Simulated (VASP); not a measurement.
# C (Fd-3m) in VASP: single point with PBE

Aim: the single point of C with PBE.

All numbers are computed with VASP 6.6.1; they aren't measurements. Logs are shortened: lines on timing, memory, paths and dates and some standing lists are left out, and cuts for length are marked.

## (1) The cell of the first run

It takes space group Fd-3m (No. 227, cubic). The conventional cell has a = 3.572 Å, b = 3.572 Å, c = 3.572 Å, α = 90.00°, β = 90.00°, γ = 90.00°. C (site symmetry -43m) has 4 C at 1.55 Å within 2.1 Å.

## (2) Single point, PBE

Contents of INCAR:

```
PREC = Accurate ; ENCUT = 600
EDIFF = 1E-6 ; ISMEAR = 0
SIGMA = 0.02 ; LREAL = F
LASPH = T ; NELM = 120
ALGO = Normal ; ISIF = 2
LWAVE = F ; LCHARG = F
GGA = PE ; NBANDS = 11
GGA_COMPAT = F
```

Contents of KPOINTS:

```
regular mesh
0
Gamma
  12 12 12
```

Contents of POSCAR:

```
C
1.0
    0.0000000000      1.7857947433      1.7857947433
    1.7857947433      0.0000000000      1.7857947433
    1.7857947433      1.7857947433      0.0000000000
C
2
Direct
    0.0000000000      0.0000000000      0.0000000000
    0.2500000000      0.2500000000      0.2500000000
```

Potentials or basis: VASP PAW PBE potentials, release 64 (C).

The run is started by

```bash
> cat potpaw_PBE.64/C/POTCAR > POTCAR
> mpirun -np 1 vasp_std > vasp.out
```

OUTCAR:

```text
PREC = Accurate
   ENCUT = 600
   EDIFF = 1E-6
   ISMEAR = 0
   LREAL = F
   LASPH = T
   NELM = 120
   ISIF = 2
   GGA = PE

 ion  position               nearest neighbor table
   1  0.000  0.000  0.000-   2 1.55   2 1.55   2 1.55   2 1.55
   2  0.250  0.250  0.250-   1 1.55   1 1.55   1 1.55   1 1.55

  LATTYP: Found a face centered cubic cell.
 ALAT       =     3.5715894866

  Lattice vectors:

 A1 = (   0.0000000000,   1.7857947433,   1.7857947433)
 A2 = (   1.7857947433,   0.0000000000,   1.7857947433)
 A3 = (   1.7857947433,   1.7857947433,   0.0000000000)

Analysis of symmetry for initial positions (statically):
=====================================================================
 Subroutine PRICEL returns:
 Original cell was already a primitive cell.

 Routine SETGRP: Setting up the symmetry group for a
 face centered cubic supercell.

 Subroutine GETGRP returns: Found 48 space group operations
 (whereof 24 operations were pure point group operations)
 out of a pool of 48 trial point group operations.

The static configuration has the point symmetry T_d .
 The point group associated with its full space group is O_h .

Analysis of symmetry for dynamics (positions and initial velocities):
=====================================================================
 Subroutine PRICEL returns:
 Original cell was already a primitive cell.

 Routine SETGRP: Setting up the symmetry group for a
 face centered cubic supercell.

 Subroutine GETGRP returns: Found 48 space group operations
 (whereof 24 operations were pure point group operations)
 out of a pool of 48 trial point group operations.

The dynamic configuration has the point symmetry T_d .
 The point group associated with its full space group is O_h .

 Subroutine INISYM returns: Found 48 space group operations
 (whereof 24 operations are pure point group operations),
 and found     1 'primitive' translations

----------------------------------------------------------------------------------------

                                     Primitive cell

  volume of cell :      11.3900

  direct lattice vectors                    reciprocal lattice vectors
     0.000000000  1.785794743  1.785794743    -0.279987385  0.279987385  0.279987385
     1.785794743  0.000000000  1.785794743     0.279987385 -0.279987385  0.279987385
     1.785794743  1.785794743  0.000000000     0.279987385  0.279987385 -0.279987385

  length of vectors
     2.525495146  2.525495146  2.525495146     0.484952376  0.484952376  0.484952376

  position of ions in fractional coordinates (direct lattice)
     0.000000000  0.000000000  0.000000000
     0.250000000  0.250000000  0.250000000

  ion indices of the primitive-cell ions
   primitive index   ion index
                 1           1
                 2           2

----------------------------------------------------------------------------------------

 KPOINTS: regular mesh

Automatic generation of k-mesh.
 Grid dimensions read from file:
 generate k-points for:   12   12   12

 Generating k-lattice:

  Cartesian coordinates                     Fractional coordinates (reciprocal lattice)
    -0.023332282  0.023332282  0.023332282     0.083333333  0.000000000  0.000000000
     0.023332282 -0.023332282  0.023332282     0.000000000  0.083333333  0.000000000
     0.023332282  0.023332282 -0.023332282     0.000000000  0.000000000  0.083333333

  Length of vectors
     0.040412698  0.040412698  0.040412698

  Shift w.r.t. Gamma in fractional coordinates (k-lattice)
     0.000000000  0.000000000  0.000000000

 Subroutine IBZKPT returns following result:
 ===========================================

 Found     72 irreducible k-points:

 Following reciprocal coordinates:
            Coordinates               Weight
  0.000000  0.000000  0.000000      1.000000
  0.083333  0.000000  0.000000      8.000000
  0.166667  0.000000  0.000000      8.000000
  0.250000  0.000000  0.000000      8.000000
  0.333333  0.000000  0.000000      8.000000
  0.416667  0.000000  0.000000      8.000000
[... 16 lines left out ...]
  0.500000  0.166667  0.000000     24.000000
 -0.416667  0.166667  0.000000     24.000000
 [... further k-points ...]
   k-points           NKPTS =     72   k-points in BZ     NKDIM =     72   number of bands    NBANDS=     11
   number of dos      NEDOS =    301   number of ions     NIONS =      2
   total plane-waves  NPLWV =   8000
   dimension x,y,z NGX =    20 NGY =   20 NGZ =   20
   dimension x,y,z NGXF=    40 NGYF=   40 NGZF=   40
   ions per type =               2
   NGX,Y,Z   is equivalent  to a cutoff of  13.17, 13.17, 13.17 a.u.
   NGXF,Y,Z  is equivalent  to a cutoff of  26.33, 26.33, 26.33 a.u.
 SYSTEM =  unknown system
   PREC   = accura    normal or accurate (medium, high low for compatibility)
   ISTART =      0    job   : 0-new  1-cont  2-samecut
   ICHARG =      2    charge: 1-file 2-atom 10-const
   ISPIN  =      1    spin polarized calculation?
   LNONCOLLINEAR =      F non collinear calculations
   LSORBIT =      F    spin-orbit coupling
   LASPH  =      T    aspherical Exc in radial PAW
   ENCUT  =  600.0 eV  44.10 Ry    6.64 a.u.   5.04  5.04  5.04*2*pi/ulx,y,z
   NELM   =    120;   NELMIN=  2; NELMDL= -5     # of ELM steps
   EDIFF  = 0.1E-05   stopping-criterion for ELM
   LREAL  =      F    real-space projection
   EDIFFG = 0.1E-04   stopping-criterion for IOM
   NSW    =      0    number of steps for IOM
   IBRION =     -1    ionic relax: 0-MD 1-quasi-New 2-CG
   NFREE  =      0    steps in history (QN), initial steepest desc. (CG)
   ISIF   =      2    stress and relaxation
   ISYM   =      2    0-nonsym 1-usesym 2-fastsym
   POTIM  = 0.5000    time-step for ionic-motion
   TEBEG  =    0.0;   TEEND  =   0.0 temperature during run
   PSTRESS=    0.0 pullay stress
   NELECT =       8.0000    total number of electrons
   NUPDOWN=      -1.0000    fix difference up-down
   EMIN   =  10.00;   EMAX   =-10.00  energy-range for DOS
   EFERMI =   0.00;   METHOD = LEGACY
   ISMEAR =     0;   SIGMA  =   0.02  broadening in eV -4-tet -1-fermi 0-gaus
   EFERMI_NEDOS =   21; number of points for ismear=-14 and -15
   IALGO  =     38    algorithm
   IMIX   =      4    mixing-type and parameters
     AMIX     =   0.40;   BMIX     =  1.00
     AMIX_MAG =   1.60;   BMIX_MAG =  1.00
  volume/ion in A,a.u.               =       5.70        38.43
  Fermi-wavevector in a.u.,A,eV,Ry     =   1.455224  2.749975 28.812757  2.117678
  Thomas-Fermi vector in A             =   2.572284
   LORBIT       =      0    0 simple, 1 ext, 2 COOP (PROOUT), +10 PAW based schemes
   GGA     = PE    functional components
   LHFCALC =     F    Hartree Fock is set to
   AEXX    =    0.0000 exact exchange contribution
   IVDW    =     0    specifies the selected vdW correction
   LEPSILON=     F    determine dielectric tensor
   LRPA    =     F    only Hartree local field effects (RPA)
 non-spin polarized calculation
 Gauss-broadening in eV      SIGMA  =   0.02
  energy-cutoff  :      600.00
  volume of cell :       11.39
 maximum number of plane-waves:       392
   NGX =  9   NGY =  9   NGZ =  9

 number of electron       7.9999999 magnetization

 Free energy of the ion-electron system (eV)
  ---------------------------------------------------
  ext. energy  EPLUGINS =         0.00000000
  ---------------------------------------------------
  free energy    TOTEN  =       -18.19049244 eV

  energy without entropy =      -18.19049244  energy(sigma->0) =      -18.19049244

 E-fermi :   9.7728     XC(G=0): -13.2303

 val. band max:        9.6696341620   @ k =   0.0000   0.0000   0.0000
 cond. band min:      13.8138620782   @ k =   0.3333   0.3333   0.0000
 fundamental gap:      4.1442279162
 Fermi energy:         9.7728381361

 k-point     1 :       0.0000    0.0000    0.0000
  band No.  band energies     occupation
      1     -11.7521      2.00000
      2       9.6696      2.00000
      3       9.6696      2.00000
      4       9.6696      2.00000
      5      15.2487      0.00000
      6      15.2487      0.00000
      7      15.2487      0.00000
      8      22.9076      0.00000
      9      28.9126      0.00000
     10      36.1611      0.00000
     11      36.1611      0.00000

 k-point     2 :       0.0833    0.0000    0.0000
  band No.  band energies     occupation
      1     -11.5605      2.00000
      2       8.4475      2.00000
      3       9.3484      2.00000
      4       9.3484      2.00000
      5      15.6695      0.00000
      6      15.6695      0.00000
      7      15.9583      0.00000
      8      23.0752      0.00000
      9      29.2321      0.00000
     10      34.0432      0.00000
     11      34.0432      0.00000

 k-point     3 :       0.1667    0.0000    0.0000
  band No.  band energies     occupation
      1     -10.9876      2.00000
      2       5.9249      2.00000
      3       8.6508      2.00000
      4       8.6508      2.00000
      5      16.5847      0.00000
      6      16.5847      0.00000
      7      17.0371      0.00000
      8      23.5587      0.00000
      9      29.9006      0.00000
     10      32.4519      0.00000
     11      32.4519      0.00000

 k-point     4 :       0.2500    0.0000    0.0000
  band No.  band energies     occupation
      1     -10.0422      2.00000
      2       3.0976      2.00000
      3       7.9309      2.00000
      4       7.9309      2.00000
      5      17.4393      0.00000
      6      17.4393      0.00000
      7      17.7767      0.00000
      8      24.2379      0.00000
      9      30.3271      0.00000
     10      32.0344      0.00000
     11      32.0344      0.00000
[... 239 lines left out ...]
 k-point    22 :       0.4167    0.1667    0.0000
  band No.  band energies     occupation
      1      -7.5936      2.00000
      2      -0.0761      2.00000
      3       5.4117      2.00000
      4       5.6327      2.00000
      5      16.3311      0.00000
      6      20.6293      0.00000
      7      20.7313      0.00000
      8      22.3226      0.00000
      9      30.6898      0.00000
     10      32.0493      0.00000
     11      37.0169      0.00000

 k-point    23 :       0.5000    0.1667    0.0000
  band No.  band energies     occupation
      1      -6.0193      2.00000
      2      -2.3063      2.00000
      3       4.6971      2.00000
      4       5.7194      2.00000
      5      16.7526      0.00000
      6      20.3614      0.00000
      7      20.8436      0.00000
      8      23.9144      0.00000
      9      29.7581      0.00000
     10      33.4063      0.00000
     11      36.2031      0.00000

 k-point    24 :      -0.4167    0.1667    0.0000
  band No.  band energies     occupation
      1      -5.5928      2.00000
      2      -2.8187      2.00000
      3       4.2127      2.00000
      4       6.0960      2.00000
      5      17.1885      0.00000
      6      19.8733      0.00000
      7      20.8215      0.00000
      8      25.0588      0.00000
      9      29.0678      0.00000
     10      33.8106      0.00000
     11      34.1586      0.00000

 [... further k-points ...]
[... 5 lines left out ...]
  --------------------------------------------------------------------------------------
  -------------------------------------------------------------------------------------
  Total       -0.0006608     -0.0006608     -0.0006608      0.0000000      0.0000000      0.0000000
  in kB       -0.0929447     -0.0929447     -0.0929447      0.0000000      0.0000000      0.0000000
  external PRESSURE =      -0.0929447 kB  Pullay stress =       0.0000000 kB

 VOLUME and BASIS-vectors are now :
 -----------------------------------------------------------------------------
  energy-cutoff  :      600.00
  volume of cell :       11.39
      direct lattice vectors                 reciprocal lattice vectors
     0.000000000  1.785794743  1.785794743    -0.279987385  0.279987385  0.279987385
     1.785794743  0.000000000  1.785794743     0.279987385 -0.279987385  0.279987385
     1.785794743  1.785794743  0.000000000     0.279987385  0.279987385 -0.279987385

 POSITION                                       TOTAL-FORCE (eV/Angst)
 -----------------------------------------------------------------------------------
      0.00000      0.00000      0.00000         0.000000      0.000000      0.000000
      0.89290      0.89290      0.89290         0.000000     -0.000000     -0.000000
 -----------------------------------------------------------------------------------
    total drift:                                0.000000      0.000000      0.000000

  FREE ENERGIE OF THE ION-ELECTRON SYSTEM (eV)
  ---------------------------------------------------
  free  energy   TOTEN  =       -18.1904924444 eV

  energy  without entropy=      -18.1904924444  energy(sigma->0) =      -18.19049244
```

It took 23 s on 1 thread of AMD EPYC 7R13, shared host; peak memory 0.09 GiB.

What came out:

- Free energy: -18.1905 eV
- Pressure: 0.0 GPa
- Band gap on the k mesh: 4.14 eV, indirect (least direct gap 5.58 eV)

A k mesh can miss the band edges.
